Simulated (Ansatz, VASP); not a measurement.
# One calculation of Br, two programs

INCAR

```
PREC = Accurate
ENCUT = 520
EDIFF = 1E-6
ISMEAR = 0
SIGMA = 0.1
LREAL = False
LASPH = True
NELM = 60
ALGO = Normal
ISIF = 2
LWAVE = False
LCHARG = False
LDIPOL = True
IDIPOL = 3
DIPOL = 0.5 0.5 0.646
GGA = PE
IVDW = 12
NBANDS = 14
```

The input KPOINTS:

```
regular mesh
0
Gamma
  3 3 1
```

The input POSCAR:

```
Br
1.0
    9.0651812496      0.0000000000      0.0000000000
   -4.5325906248      8.2023281948      0.0000000000
    0.0000000000      0.0000000000     24.1584415470
Br
2
Direct
    0.6066175610      0.2142196266      0.6462878980
    0.1091200919      0.2209491944      0.6458291700
```

Input for Ansatz:

```yaml
crystal:
  lattice:
    - [9.0651812496, 0.0, 0.0]
    - [-4.5325906248, 8.2023281948, 0.0]
    - [0.0, 0.0, 24.158441547]
  atoms:
    - { symbol: Br, position: [0.606617561, 0.2142196266, 0.646287898] }
    - { symbol: Br, position: [0.1091200919, 0.2209491944, 0.64582917] }
basis:
  ecutwfc: 420
kpoints:
  mp_grid: { grid: [3, 3, 1] }
hamiltonian:
  xc: pbe
  dispersion: d3bj
scf:
  occupations: { method: gaussian, width: 0.1 }
output:
  forces: true
  eigenvalues: true
  write_density: true
  volumetric_format: npy
efield:
  axis: 3
  dipole_correction: true
  ramp_width: 0.04
```

Alike in both runs: task single point; functional PBE; dispersion D3(BJ); k mesh 3 × 3 × 1; occupations gaussian, width 0.1 eV; no spin polarisation.

```csv
,VASP,Ansatz
version,VASP 6.6.1,Ansatz 0.2.0
potentials or method,"VASP PAW PBE potentials, release 64 (Br), cutoff 520 eV","scalar-relativistic, plane waves, PAW"
valence electrons in the cell,14,14
```

```tsv
	VASP	Ansatz	Ansatz less VASP
gap on the k mesh at the Fermi level (eV)	none	none	-
rms of the force components (eV/Å)	0.004	0.004	0.0000
```

Atom by atom the forces differ by 0.000 eV/Å (rms over components). A gap of «none» marks a metal or a gap that the smearing closes.
